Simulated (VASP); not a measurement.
## LiF: single point with PBE+D3(BJ)

Crystal: LiF.

```
Li F
1.0
     0.00000    2.00020    2.00020
     2.00020    0.00000    2.00020
     2.00020    2.00020    0.00000
Li F
1 1
Direct
  0.00000 0.00000 0.00000
  0.50000 0.50000 0.50000
```

```json
{"Program": "VASP 6.6.1", "Task": "single point", "Functional": "PBE", "Dispersion": "D3(BJ)", "Potentials or basis": "VASP PAW PBE potentials, release 64 (Li_sv, F)", "Cutoff": "520 eV", "k mesh": "10 × 10 × 10", "Occupations": "gaussian, width 0.02 eV", "Spin": "no spin polarisation"}
```

| Item | Value |
| --- | --- |
| Band gap on the k mesh | 9.28 eV, direct |
| Dispersion energy per atom | -0.182 eV |

Levels at points of the mesh, in eV from the valence-band top:
| k point | band 1 | band 2 | band 3 | band 4 | band 5 | band 6 | band 7 | band 8 | band 9 | band 10 |
| --- | --- | --- | --- | --- | --- | --- | --- | --- | --- | --- |
| (0.00, 0.00, 0.00) | -40.88 | -20.03 | 0.00 | 0.00 | 0.00 | 9.28 | 24.24 | 24.24 | 24.24 | 24.53 |
| (0.50, 0.00, 0.00) | -40.81 | -19.58 | -2.58 | -0.23 | -0.23 | 10.88 | 16.99 | 19.06 | 19.06 | 30.74 |
| (0.50, 0.50, 0.00) | -40.80 | -19.30 | -3.09 | -1.03 | -1.03 | 15.01 | 16.57 | 17.70 | 20.48 | 20.48 |

Run time: 5.7 s on 1 thread of Intel(R) Xeon(R) Platinum 8488C (Sapphire Rapids), with other jobs on the host, peak memory 0.14 GiB.

 A k mesh can miss the band edges.
